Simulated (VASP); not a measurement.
A run of VASP 6.6.1:

POSCAR

```
CdSe
1.0
    0.0000000000      3.0041824953      3.0041824953
    3.0041824953      0.0000000000      3.0041824953
    3.0041824953      3.0041824953      0.0000000000
Cd Se
1 1
Direct
    0.0000000000      0.0000000000      0.0000000000
    0.7500000000      0.7500000000      0.7500000000
```

File INCAR.step1:

```
SYSTEM = CdSe
PREC = Accurate
ENCUT = 520
ISMEAR = 0
SIGMA = 0.02
LREAL = .False.
LASPH = .True.
NELM = 80
NBANDS = 16
GGA = PE
ALGO = Normal
EDIFF = 1E-4
LWAVE = .True.
LCHARG = .False.
```

File INCAR.step2:

```
SYSTEM = CdSe
PREC = Accurate
ENCUT = 520
EDIFF = 1E-6
ISMEAR = 0
SIGMA = 0.02
LREAL = .False.
LASPH = .True.
NELM = 80
ALGO = Normal
ISIF = 2
LWAVE = .False.
LCHARG = .False.
METAGGA = R2SCAN
LMIXTAU = .True.
NBANDS = 16
ISTART = 1
```

KPOINTS

```
regular mesh
0
Gamma
  8 8 8
  0 0 0
```

Potentials or basis: VASP PAW PBE potentials, release 64 (Cd, Se).

The run is started by

```console
$ cat potpaw_PBE.64/Cd/POTCAR potpaw_PBE.64/Se/POTCAR > POTCAR
$ cp INCAR.step1 INCAR
$ mpirun -np 1 vasp_std > vasp.out
$ cp INCAR.step2 INCAR
$ mpirun -np 1 vasp_std > vasp.out
```

Hardware: 1 thread of AMD EPYC 9R45 96-Core Processor (Zen 5), on a shared host.

Q: Estimate the wall time of this run.

A: It took 58 s on 1 thread of AMD EPYC 9R45 96-Core Processor (Zen 5), on a shared host, peak memory 0.16 GiB. Counts: k points 29.
